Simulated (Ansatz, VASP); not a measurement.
## TePb in VASP and in Ansatz

```xyz
2
Lattice="0.0000 3.2524 3.2524 3.2524 0.0000 3.2524 3.2524 3.2524 0.0000" Properties=species:S:1:pos:R:3 pbc="T T T"
Pb    0.0000    0.0000    0.0000
Te    3.2524    3.2524    3.2524
```

Alike in both runs: task single point; functional LDA; k mesh 7 × 7 × 7; occupations fermi-dirac, width 0.05 eV; no spin polarisation.

|  | VASP | Ansatz |
| --- | --- | --- |
| version | VASP 6.6.1 | Ansatz 0.2.0 |
| potentials or method | VASP PAW LDA potentials, release 64 (Pb_d, Te) | Ansatz PAW |
| plane-wave cutoff (eV) | 520 | 420 |
| valence electrons in the cell | 20 | 30 |

|  | VASP | Ansatz | Ansatz less VASP |
| --- | --- | --- | --- |
| pressure (GPa) | -2.5 | -2.5 | -0.05 |

LDA's correlation is that of Perdew and Zunger in VASP and of Perdew and Wang (1992) in Ansatz. VASP's potentials hold 20 valence electrons a cell and Ansatz's 30, so a difference there can come from the potentials and not from the codes.

Spin-orbit coupling is off throughout.
